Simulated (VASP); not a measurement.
Runs of VASP 6.6.1 on Os. The structure is that of space group P6_3/mmc (No. 194), or close to it. The cells are those of the table. 

| task | cell | cutoff (eV) | gap on the mesh (eV) | pressure (GPa) |
| --- | --- | --- | --- | --- |
| single point | a = 2.677, b = 2.677, c = 4.238 Å, angles 90.0, 90.0, 120.0°, 2 atoms | 520 | none | (a) |
| relaxation of cell and atoms | relaxed to 40 GPa from a = 2.658, b = 2.658, c = 4.306 Å, angles 90.0, 90.0, 120.0°, 2 atoms | 600 | none | 40.0 |
| relaxation of cell and atoms | relaxed to 40 GPa from a = 2.677, b = 2.677, c = 4.238 Å, angles 90.0, 90.0, 120.0°, 2 atoms | 600 | none | 40.0 |
| single point | a = 2.677, b = 2.677, c = 4.237 Å, angles 90.0, 90.0, 120.0°, 2 atoms | 520 | none | 40.9 |

Alike in all rows: level PBE; potentials or basis VASP PAW PBE potentials, release 64 (Os); no spin polarisation; k mesh 17 × 17 × 9; smearing fermi-dirac 0.1 eV.

Task: Estimate the missing entries.

Result: (a) 40.8.

Caveats: spin-orbit coupling is left out, which moves the levels of the heavy elements; the cell stands under pressure (at least some runs); the cell is relaxed towards a set pressure, so the run minimises the enthalpy, not the energy (at least some runs).

A k mesh can miss the band edges, and the runs leave out spin-orbit coupling on Os.

A gap of «none» marks levels without a gap at the run's occupations.
